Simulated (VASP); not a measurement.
Input of a VASP 6.6.1 run:

POSCAR

```
C
1.0
    1.7484864253      0.0000000000      0.0000000000
    0.0000000000      1.7484864253      0.0000000000
    0.0000000000      0.0000000000      1.7484864253
C
1
Direct
    0.0000000000      0.0000000000      0.0000000000
```

File INCAR.step1:

```
SYSTEM = C
PREC = Accurate ; ENCUT = 520
ISMEAR = -1 ; SIGMA = 0.05
LREAL = .False. ; LASPH = .True.
NELM = 80 ; NBANDS = 8
GGA = PE ; ALGO = Normal
EDIFF = 1E-4 ; LWAVE = .True.
LCHARG = .False.
```

Contents of INCAR.step2:

```
SYSTEM = C
PREC = Accurate ; ENCUT = 520
EDIFF = 1E-6 ; ISMEAR = -1
SIGMA = 0.05 ; LREAL = .False.
LASPH = .True. ; NELM = 80
ALGO = Normal ; ISIF = 2
LWAVE = .False. ; LCHARG = .True.
METAGGA = R2SCAN ; LMIXTAU = .True.
LELF = .True. ; LVHAR = .True.
NBANDS = 8 ; ISTART = 1
```

KPOINTS

```
regular mesh
0
Gamma
  11 11 11
  0 0 0
```

Potentials or basis: VASP PAW PBE potentials, release 64 (C).

Command:

```sh
$ cat potpaw_PBE.64/C/POTCAR > POTCAR
$ cp INCAR.step1 INCAR
$ mpirun -np 1 vasp_std > vasp.out
$ cp INCAR.step2 INCAR
$ mpirun -np 1 vasp_std > vasp.out
```

Q: Estimate the band gap on the k mesh.

A: Zero (band 2 reaches 21.93 eV, above the bottom of band 3 at 9.61 eV).

Q: Estimate the pressure.

A: 10.7 GPa.

Caveat: the PAW data sets were made with another functional, which shifts forces and pressure a little.
